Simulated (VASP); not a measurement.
Input of a VASP 6.6.1 run:

INCAR

```
  ALGO = Fast
  EDIFF = 1E-6
  ENCUT = 520
  GGA = PS
  ISIF = 2
  ISMEAR = 0
  LASPH = T
  LCHARG = F
  LREAL = F
  LWAVE = F
  NBANDS = 20
  NELM = 100
  PREC = Accurate
  SIGMA = 0.1
```

Contents of KPOINTS:

```
k-points
0
Gamma
  14 14 14
```

The input POSCAR:

```
V
1.0
    2.9588544379      0.0000000000      0.0000000000
    0.0000000000      2.9588544379      0.0000000000
    0.0000000000      0.0000000000      3.0772086154
V
2
Direct
    0.0000000000      0.0000000000      0.0000000000
    0.5000000000      0.5000000000      0.5000000000
```

Potentials or basis: VASP PAW PBE potentials, release 64 (V_sv).

The run is started by

```sh
$ cat potpaw_PBE.64/V_sv/POTCAR > POTCAR
$ mpirun -np 1 vasp_std > vasp.out
```

Question: Predict the band gap on the k mesh.

Answer: Zero (bands 13 and 14 overlap by 2.92 eV).

Question: Predict the pressure.

Answer: -6.7 GPa.

Stress tensor (GPa, compression positive):
```
 -4.89   0.00   0.00
  0.00  -4.89   0.00
  0.00   0.00 -10.25
```

Caveat: the cell differs from its parent crystal (strain along c alone, the other axes held: +4.0 %); the stress differs along the axes, from -10 to -5 GPa; the PAW data sets were made with another functional, which shifts forces and pressure a little.
